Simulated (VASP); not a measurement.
Here is a VASP 6.6.1 calculation.

INCAR

```
ALGO = Fast
EDIFF = 1E-6
ENCUT = 520
ISIF = 2
ISMEAR = 0
LASPH = True
LCHARG = False
LREAL = False
LWAVE = False
NBANDS = 13
NELM = 60
PREC = Accurate
SIGMA = 0.15
```

Contents of KPOINTS:

```
k-points
0
Gamma
  22 22 22
```

POSCAR

```
Mo
1.0
   -1.8221903097      1.6160127338      1.6160127338
    1.6160127338     -1.8221903097      1.6160127338
    1.6160127338      1.6160127338     -1.8221903097
Mo
1
Direct
    0.0000000000      0.0000000000      0.0000000000
```

Potentials or basis: VASP PAW LDA potentials, release 64 (Mo_sv).

The run is started by

```console
$ cat potpaw_LDA.64/Mo_sv/POTCAR > POTCAR
$ mpirun -np 1 vasp_std > vasp.out
```

Q: Predict the band gap on the k mesh.

A: Zero (bands 7 and 8 overlap by 3.70 eV).

Q: Predict the pressure.

A: -15.3 GPa.

Stress tensor (GPa, compression positive):
```
-15.28  15.16  15.16
 15.16 -15.28  15.16
 15.16  15.16 -15.28
```

Caveat: the cell stands under tension.
